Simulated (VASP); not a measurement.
# ZnS in VASP: single point with PBE

Aim: the single point of ZnS with PBE.

Everything below comes from runs of VASP 6.6.1. Logs are shortened: lines on timing, memory, paths and dates and some standing lists are left out, and cuts for length are marked.

## (1) The cell of the first run

The cell holds a sheet with vacuum, 8 atoms: a = 6.787 Å, b = 3.932 Å, c = 29.372 Å, α = 90.00°, β = 90.00°, γ = 90.00°.

## (2) Single point, PBE

File INCAR:

```
ALGO = Normal
DIPOL = 0.5 0.5 0.289
EDIFF = 1E-6
ENCUT = 520
GGA = PE
IDIPOL = 3
ISIF = 2
ISMEAR = 0
LASPH = T
LCHARG = F
LDIPOL = T
LREAL = F
LWAVE = F
NBANDS = 46
NELM = 60
PREC = Accurate
SIGMA = 0.02
```

File KPOINTS:

```
k-points
0
Gamma
  4 6 1
```

File POSCAR:

```
ZnS
1.0
    6.7866962419     -0.0061150334      0.0000000000
    0.0035900577      3.9320001367      0.0000000000
    0.0000000000      0.0000000000     29.3724558400
Zn S
4 4
Direct
    0.2912884517      0.7500272310      0.2543483994
    0.7912438173      0.2498600718      0.2543369475
    0.4587570825      0.2501024811      0.3244360826
    0.9587098107      0.7500105139      0.3244237941
    0.9576197751      0.7499119690      0.2363507162
    0.4576053782      0.2500100915      0.2363393786
    0.2923846930      0.7500924017      0.3424218238
    0.7923909916      0.2499852401      0.3424369842
```

Potentials or basis: VASP PAW PBE potentials, release 64 (Zn, S).

Started as:

```console
cat potpaw_PBE.64/Zn/POTCAR potpaw_PBE.64/S/POTCAR > POTCAR
mpirun -np 1 vasp_std > vasp.out
```

OUTCAR:

```text
EDIFF = 1E-6
   ENCUT = 520
   GGA = PE
   ISIF = 2
   ISMEAR = 0
   LASPH = T
   LREAL = F
   NELM = 60
   PREC = Accurate

 ion  position               nearest neighbor table
   1  0.291  0.750  0.254-   5 2.33   6 2.33   6 2.33   7 2.59
   2  0.791  0.250  0.254-   6 2.33   5 2.33   5 2.33   8 2.59
   3  0.459  0.250  0.324-   8 2.33   7 2.33   7 2.33   6 2.59
   4  0.959  0.750  0.324-   7 2.33   8 2.33   8 2.33   5 2.59
   5  0.958  0.750  0.236-   1 2.33   2 2.33   2 2.33   4 2.59
   6  0.458  0.250  0.236-   2 2.33   1 2.33   1 2.33   3 2.59
   7  0.292  0.750  0.342-   4 2.33   3 2.33   3 2.33   1 2.59
   8  0.792  0.250  0.342-   3 2.33   4 2.33   4 2.33   2 2.59

  LATTYP: Found a simple monoclinic cell.
 ALAT       =     3.9320017756
 B/A-ratio  =     7.4701023845
 C/A-ratio  =     1.7260162594
 COS(beta)  =    -0.0000120036

  Lattice vectors:

 A1 = (   0.0035900577,   3.9320001367,   0.0000000000)
 A2 = (   0.0000000000,   0.0000000000, -29.3724558400)
 A3 = (  -6.7866962419,   0.0061150334,   0.0000000000)

Analysis of symmetry for initial positions (statically):
=====================================================================
 Subroutine PRICEL returns:
 Original cell was already a primitive cell.

 Routine SETGRP: Setting up the symmetry group for a
 simple monoclinic supercell.

 Subroutine GETGRP returns: Found  1 space group operations
 (whereof  1 operations were pure point group operations)
 out of a pool of  4 trial point group operations.

The static configuration has the point symmetry C_1 .

Analysis of symmetry for dynamics (positions and initial velocities):
=====================================================================
 Subroutine PRICEL returns:
 Original cell was already a primitive cell.

 Routine SETGRP: Setting up the symmetry group for a
 simple monoclinic supercell.

 Subroutine GETGRP returns: Found  1 space group operations
 (whereof  1 operations were pure point group operations)
 out of a pool of  4 trial point group operations.

The dynamic configuration has the point symmetry C_1 .

 Subroutine INISYM returns: Found  1 space group operations
 (whereof  1 operations are pure point group operations),
 and found     1 'primitive' translations

----------------------------------------------------------------------------------------

                                     Primitive cell

  volume of cell :     783.8132

  direct lattice vectors                    reciprocal lattice vectors
     6.786696242 -0.006115033  0.000000000     0.147346977 -0.000134533  0.000000000
     0.003590058  3.932000137  0.000000000     0.000229154  0.254323281  0.000000000
     0.000000000  0.000000000 29.372455840     0.000000000  0.000000000  0.034045502

  length of vectors
     6.786698997  3.932001776 29.372455840     0.147347039  0.254323385  0.034045502

  position of ions in fractional coordinates (direct lattice)
     0.291288452  0.750027231  0.254348399
     0.791243817  0.249860072  0.254336948
     0.458757083  0.250102481  0.324436083
     0.958709811  0.750010514  0.324423794
     0.957619775  0.749911969  0.236350716
     0.457605378  0.250010092  0.236339379
     0.292384693  0.750092402  0.342421824
     0.792390992  0.249985240  0.342436984

  ion indices of the primitive-cell ions
   primitive index   ion index
                 1           1
                 2           2
                 3           3
                 4           4
                 5           5
                 6           6
                 7           7
                 8           8

----------------------------------------------------------------------------------------

 KPOINTS: k-points

Automatic generation of k-mesh.
 Grid dimensions read from file:
 generate k-points for:    4    6    1

 Generating k-lattice:

  Cartesian coordinates                     Fractional coordinates (reciprocal lattice)
     0.036836744 -0.000033633  0.000000000     0.250000000 -0.000000000  0.000000000
     0.000038192  0.042387214  0.000000000     0.000000000  0.166666667  0.000000000
     0.000000000  0.000000000  0.034045502     0.000000000  0.000000000  1.000000000

  Length of vectors
     0.036836760  0.042387231  0.034045502

  Shift w.r.t. Gamma in fractional coordinates (k-lattice)
     0.000000000  0.000000000  0.000000000

 Subroutine IBZKPT returns following result:
 ===========================================

 Found     14 irreducible k-points:

 Following reciprocal coordinates:
            Coordinates               Weight
  0.000000  0.000000  0.000000      1.000000
  0.250000 -0.000000  0.000000      2.000000
  0.500000 -0.000000  0.000000      1.000000
  0.000000  0.166667  0.000000      2.000000
  0.250000  0.166667  0.000000      2.000000
  0.500000  0.166667  0.000000      2.000000
 -0.250000  0.166667  0.000000      2.000000
  0.000000  0.333333  0.000000      2.000000
  0.250000  0.333333  0.000000      2.000000
  0.500000  0.333333  0.000000      2.000000
 -0.250000  0.333333  0.000000      2.000000
  0.000000  0.500000  0.000000      1.000000
  0.250000  0.500000  0.000000      2.000000
  0.500000  0.500000  0.000000      1.000000
   k-points           NKPTS =     14   k-points in BZ     NKDIM =     14   number of bands    NBANDS=     46
   number of dos      NEDOS =    301   number of ions     NIONS =      8
   total plane-waves  NPLWV = 336000
   dimension x,y,z NGX =    50 NGY =   30 NGZ =  224
   dimension x,y,z NGXF=   100 NGYF=   60 NGZF=  448
   ions per type =               4   4
   NGX,Y,Z   is equivalent  to a cutoff of  12.25, 12.68, 12.68 a.u.
   NGXF,Y,Z  is equivalent  to a cutoff of  24.50, 25.37, 25.36 a.u.
 SYSTEM =  unknown system
   PREC   = accura    normal or accurate (medium, high low for compatibility)
   ISTART =      0    job   : 0-new  1-cont  2-samecut
   ICHARG =      2    charge: 1-file 2-atom 10-const
   ISPIN  =      1    spin polarized calculation?
   LNONCOLLINEAR =      F non collinear calculations
   LSORBIT =      F    spin-orbit coupling
   LASPH  =      T    aspherical Exc in radial PAW
   ENCUT  =  520.0 eV  38.22 Ry    6.18 a.u.  12.62  7.31 54.61*2*pi/ulx,y,z
   NELM   =     60;   NELMIN=  2; NELMDL= -5     # of ELM steps
   EDIFF  = 0.1E-05   stopping-criterion for ELM
   LREAL  =      F    real-space projection
   EDIFFG = 0.1E-04   stopping-criterion for IOM
   NSW    =      0    number of steps for IOM
   IBRION =     -1    ionic relax: 0-MD 1-quasi-New 2-CG
   NFREE  =      0    steps in history (QN), initial steepest desc. (CG)
   ISIF   =      2    stress and relaxation
   ISYM   =      2    0-nonsym 1-usesym 2-fastsym
   POTIM  = 0.5000    time-step for ionic-motion
   TEBEG  =    0.0;   TEEND  =   0.0 temperature during run
   PSTRESS=    0.0 pullay stress
   NELECT =      72.0000    total number of electrons
   NUPDOWN=      -1.0000    fix difference up-down
   EMIN   =  10.00;   EMAX   =-10.00  energy-range for DOS
   EFERMI =   0.00;   METHOD = LEGACY
   ISMEAR =     0;   SIGMA  =   0.02  broadening in eV -4-tet -1-fermi 0-gaus
   EFERMI_NEDOS =   21; number of points for ismear=-14 and -15
   IALGO  =     38    algorithm
   IMIX   =      4    mixing-type and parameters
     AMIX     =   0.40;   BMIX     =  1.00
     AMIX_MAG =   1.60;   BMIX_MAG =  1.00
  volume/ion in A,a.u.               =      97.98       661.18
  Fermi-wavevector in a.u.,A,eV,Ry     =   0.738666  1.395876  7.423714  0.545628
  Thomas-Fermi vector in A             =   1.832643
   LORBIT       =      0    0 simple, 1 ext, 2 COOP (PROOUT), +10 PAW based schemes
   GGA     = PE    functional components
   LHFCALC =     F    Hartree Fock is set to
   AEXX    =    0.0000 exact exchange contribution
   IVDW    =     0    specifies the selected vdW correction
   LEPSILON=     F    determine dielectric tensor
   LRPA    =     F    only Hartree local field effects (RPA)
 non-spin polarized calculation
 Gauss-broadening in eV      SIGMA  =   0.02
  energy-cutoff  :      520.00
  volume of cell :      783.81
 maximum number of plane-waves:     21159
   NGX = 25   NGY = 15   NGZ =109

 dipolmoment           0.000000      0.000000     -0.000001 electrons x Angstroem

 number of electron      72.0000015 magnetization

 dipolmoment           0.000000      0.000000      0.000035 electrons x Angstroem

 Free energy of the ion-electron system (eV)
  ---------------------------------------------------
  ext. energy  EPLUGINS =         0.00000000
  ---------------------------------------------------
  free energy    TOTEN  =       -26.30129620 eV

  energy without entropy =      -26.30129620  energy(sigma->0) =      -26.30129620

 E-fermi :  -4.5298     XC(G=0):  -2.3144

 val. band max:       -4.6564763490   @ k =   0.0000   0.0000   0.0000
 cond. band min:      -2.1002890175   @ k =   0.0000   0.0000   0.0000
 fundamental gap:      2.5561873316
 Fermi energy:        -4.5297882612

 k-point     1 :       0.0000    0.0000    0.0000
  band No.  band energies     occupation
      1     -17.2677      2.00000
      2     -16.5942      2.00000
      3     -16.4515      2.00000
      4     -16.2149      2.00000
      5     -10.9183      2.00000
      6     -10.9175      2.00000
[... 38 lines left out ...]
     45       1.7207      0.00000
     46       1.8462      0.00000

 k-point     2 :       0.2500   -0.0000    0.0000
  band No.  band energies     occupation
      1     -17.1716      2.00000
      2     -16.6114      2.00000
      3     -16.5327      2.00000
      4     -16.2503      2.00000
      5     -10.9266      2.00000
      6     -10.8827      2.00000
[... 38 lines left out ...]
     45       1.6462      0.00000
     46       1.9233      0.00000

 k-point     3 :       0.5000   -0.0000    0.0000
  band No.  band energies     occupation
      1     -16.9171      2.00000
      2     -16.9169      2.00000
      3     -16.3845      2.00000
      4     -16.3845      2.00000
      5     -10.9172      2.00000
      6     -10.9172      2.00000
[... 38 lines left out ...]
     45       2.0332      0.00000
     46       2.0333      0.00000

 k-point     4 :       0.0000    0.1667    0.0000
  band No.  band energies     occupation
      1     -17.1417      2.00000
      2     -16.5144      2.00000
      3     -16.3868      2.00000
      4     -16.2104      2.00000
      5     -10.9283      2.00000
      6     -10.8716      2.00000
[... 430 lines left out ...]
     45       2.5652      0.00000
     46       2.5666      0.00000

 k-point    13 :       0.2500    0.5000    0.0000
  band No.  band energies     occupation
      1     -16.4616      2.00000
      2     -16.4611      2.00000
      3     -16.2182      2.00000
      4     -16.2179      2.00000
      5     -10.7511      2.00000
      6     -10.7510      2.00000
[... 38 lines left out ...]
     45       2.7189      0.00000
     46       2.7195      0.00000

 k-point    14 :       0.5000    0.5000    0.0000
  band No.  band energies     occupation
      1     -16.4551      2.00000
      2     -16.4546      2.00000
      3     -16.2199      2.00000
      4     -16.2196      2.00000
      5     -10.7522      2.00000
      6     -10.7521      2.00000
[... 38 lines left out ...]
     45       3.5984      0.00000
     46       3.5984      0.00000

------------------------ aborting loop because EDIFF is reached ----------------------------------------

 vacuum level on the upper side and lower side of the slab       (xc-potential included)        -0.005        -0.005

  FORCE on cell =-STRESS in cart. coord.  units (eV):
  Direction    XX          YY          ZZ          XY          YZ          ZX
  --------------------------------------------------------------------------------------
  -------------------------------------------------------------------------------------
  Total        0.1972107     -0.0454327      0.0868921     -0.0022471     -0.0007085     -0.0152048
  in kB        0.4031145     -0.0928681      0.1776145     -0.0045932     -0.0014482     -0.0310799
  external PRESSURE =       0.1626203 kB  Pullay stress =       0.0000000 kB

 VOLUME and BASIS-vectors are now :
 -----------------------------------------------------------------------------
  energy-cutoff  :      520.00
  volume of cell :      783.81
      direct lattice vectors                 reciprocal lattice vectors
     6.786696242 -0.006115033  0.000000000     0.147346977 -0.000134533  0.000000000
     0.003590058  3.932000137  0.000000000     0.000229154  0.254323281  0.000000000
     0.000000000  0.000000000 29.372455840     0.000000000  0.000000000  0.034045502

 POSITION                                       TOTAL-FORCE (eV/Angst)
 -----------------------------------------------------------------------------------
      1.97958      2.94733      7.47084         0.007575     -0.000089      0.009415
      5.37083      0.97761      7.47050         0.008155      0.001545      0.009579
      3.11434      0.98060      9.52948        -0.008067     -0.000422     -0.008852
      6.50916      2.94318      9.52912        -0.007515     -0.001051     -0.008529
      6.50177      2.94280      6.94220        -0.003951     -0.000780     -0.026059
      3.10653      0.98024      6.94187        -0.003291      0.000064     -0.025824
      1.98702      2.94758     10.05777         0.003460     -0.000270      0.025466
      5.37861      0.97810     10.05822         0.003633      0.001003      0.024805
 -----------------------------------------------------------------------------------
    total drift:                               -0.000014     -0.000003      0.002569

  FREE ENERGIE OF THE ION-ELECTRON SYSTEM (eV)
  ---------------------------------------------------
  free  energy   TOTEN  =       -26.3012961971 eV

  energy  without entropy=      -26.3012961971  energy(sigma->0) =      -26.30129620

 vacuum level on the upper side and lower side of the slab         1.631         1.630
```

It took 10 min on 1 thread of Intel Xeon Platinum 8488C (Sapphire Rapids), shared host; peak memory 0.89 GiB.

What came out:

```
Free energy            : -26.3013 eV
Largest force          : 0.026 eV/Å
Band gap on the k mesh : 2.56 eV
```

Forces in eV/Å, atoms in the order of the input:
```
Zn   0.008  0.000  0.009
Zn   0.008  0.002  0.010
Zn  -0.008  0.000 -0.009
Zn  -0.008 -0.001 -0.009
S   -0.004 -0.001 -0.026
S   -0.003  0.000 -0.026
S    0.003  0.000  0.025
S    0.004  0.001  0.025
```
